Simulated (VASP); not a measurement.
A run of VASP 6.6.1:

INCAR

```
PREC     = Accurate       # precision mode
ENCUT    = 600            # plane-wave cutoff, eV
EDIFF    = 1E-6           # SCF threshold, eV
ISMEAR   = 0              # smearing method
SIGMA    = 0.05           # smearing width, eV
LREAL    = F              # projectors in reciprocal space
LASPH    = T              # aspherical terms in the spheres
NELM     = 200            # most SCF steps
ALGO     = Normal         # electronic algorithm
ISIF     = 2              # what is computed and relaxed
LWAVE    = F              # write WAVECAR
LCHARG   = T              # write CHGCAR
ISPIN    = 2              # spin polarisation
MAGMOM   = 0 0            # initial moments
LORBIT   = 11             # projections on sites
NUPDOWN  = 0.0            # fixed moment
LMAXMIX  = 6              # l up to which the mixer works
LDAU     = T              # DFT+U
LDAUTYPE = 2            
LDAUL    = 3 -1           # shell
LDAUU    = 7 0            # U, eV
LDAUJ    = 0 0          
LDAUPRINT= 1            
GGA      = PE             # functional
LELF     = T              # ELF
LVHAR    = T            
NBANDS   = 22             # bands
GGA_COMPAT= F
```

Contents of KPOINTS:

```
regular mesh
0
Gamma
  6 6 6
```

POSCAR

```
EuO
1.0
    0.0000000000      2.5719519700      2.5719519700
    2.5719519700      0.0000000000      2.5719519700
    2.5719519700      2.5719519700      0.0000000000
Eu O
1 1
Direct
    0.5000000000      0.5000000000      0.5000000000
    0.0000000000      0.0000000000      0.0000000000
```

Potentials or basis: VASP PAW PBE potentials, release 64 (Eu, O).

Command:

```console
$ cat potpaw_PBE.64/Eu/POTCAR potpaw_PBE.64/O/POTCAR > POTCAR
$ mpirun -np 1 vasp_std > vasp.out
```

Hardware: 1 thread of Intel Xeon 8259CL (shared host).

**Question.** How long does it take, and how much memory?

**Answer.** Wall time 13 min on 1 thread of Intel Xeon 8259CL (shared host), peak memory 0.22 GiB. Counts: scf iterations 151, k points 16.
